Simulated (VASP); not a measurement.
**BP: single point with r2SCAN**

The system is BP.

```
B P
1.0
     0.00000    2.22268    2.22268
     2.22268    0.00000    2.22268
     2.22268    2.22268    0.00000
B P
1 1
Cartesian
  0.0000 0.0000 0.0000
  1.1113 1.1113 1.1113
```

```json
{
  "Program": "VASP 6.6.1",
  "Task": "single point",
  "Functional": "r2SCAN",
  "Potentials or basis": "VASP PAW PBE potentials, release 64 (B, P)",
  "Cutoff": "520 eV",
  "k mesh": "8 × 8 × 8",
  "Occupations": "fermi-dirac, width 0.02 eV",
  "Spin": "no spin polarisation",
  "Dipole correction": "no",
  "Further INCAR settings": "ALGO = Normal; EDIFF = 1e-06; NBANDS = 11"
}
```

```yaml
Pressure: 11.0 GPa
Band_gap_on_the_k_mesh: 1.40 eV, indirect (least direct gap 3.74 eV)
```

Levels at points of the mesh, in eV from the valence-band top:
```csv
k point,band 2,band 3,band 4,band 5,band 6,band 7
"(0.00, 0.00, 0.00)",0.00,0.00,0.00,3.74,3.74,3.74
"(0.50, 0.00, 0.00)",-9.97,-1.94,-1.94,4.54,5.07,5.07
"(0.50, 0.50, 0.00)",-9.46,-4.58,-4.58,1.41,1.86,13.68
```

Wall time 10 s on 1 thread of Intel(R) Xeon(R) 6975P-C (Granite Rapids) (shared host), peak memory 0.14 GiB.

Caveat: the PAW data sets were made with another functional, which shifts forces and pressure a little. A k mesh can miss the band edges.
